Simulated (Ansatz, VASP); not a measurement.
# One calculation of V, two programs

POSCAR

```
V
1.0
   -1.4917693513      1.4917693513      1.4917693513
    1.4917693513     -1.4917693513      1.4917693513
    1.4917693513      1.4917693513     -1.4917693513
V
1
Direct
    0.0000000000      0.0000000000      0.0000000000
```

Contents of INCAR.step1:

```
SYSTEM = V
  PREC = Accurate
  ENCUT = 520
  ISMEAR = 1
  SIGMA = 0.2
  LREAL = .FALSE.
  LASPH = .TRUE.
  NELM = 60
  NBANDS = 12
  GGA = PE
  ALGO = Normal
  EDIFF = 1E-4
  LWAVE = .TRUE.
  LCHARG = .FALSE.
```

INCAR.step2

```
SYSTEM = V
  PREC = Accurate
  ENCUT = 520
  EDIFF = 1E-7
  ISMEAR = 1
  SIGMA = 0.2
  LREAL = .FALSE.
  LASPH = .TRUE.
  NELM = 60
  ALGO = Normal
  ISIF = 2
  LWAVE = .FALSE.
  LCHARG = .FALSE.
  METAGGA = R2SCAN
  LMIXTAU = .TRUE.
  NBANDS = 12
  ISTART = 1
```

The input KPOINTS:

```
regular mesh
0
G
  15 15 15
  0 0 0
```

Input for Ansatz:

```yaml
crystal:
  lattice:
    - [-1.4917693513, 1.4917693513, 1.4917693513]
    - [1.4917693513, -1.4917693513, 1.4917693513]
    - [1.4917693513, 1.4917693513, -1.4917693513]
  atoms:
    - { symbol: V, position: [0.0, 0.0, 0.0] }
hamiltonian:
  xc: r2scan
  pseudopotentials:
    kind: paw
    azcp:
      V: "pseudopotentials/V.paw.azcp"
basis:
  ecutwfc: 500
  fft_grid_basis: typed
kpoints:
  mp_grid: { grid: [15, 15, 15], shift: [0, 0, 0] }
magnetization:
  spin_polarized: false
scf:
  occupations: { method: cold, width: 0.2 }
  lower_state_search: "off"
output:
  stress: true
```

Alike in both runs: task single point; functional r2SCAN; k mesh 15 × 15 × 15; no spin polarisation.

```csv
,VASP,Ansatz
version,VASP 6.6.1,Ansatz 0.2.0
potentials or method,"VASP PAW PBE potentials, release 64 (V_sv), cutoff 520 eV","plane waves (500 eV) with PAW, scalar-relativistic"
occupations,"methfessel-paxton of order 1, width 0.2 eV","cold, width 0.2 eV"
valence electrons in the cell,13,13
```

VASP gave:

| Item | Value |
| --- | --- |
| pressure (GPa) | 0.2 |

Q: Estimate Ansatz's values.

A: Pressure (GPa): -0.5.

VASP's potentials were made for PBE, not for r2SCAN.
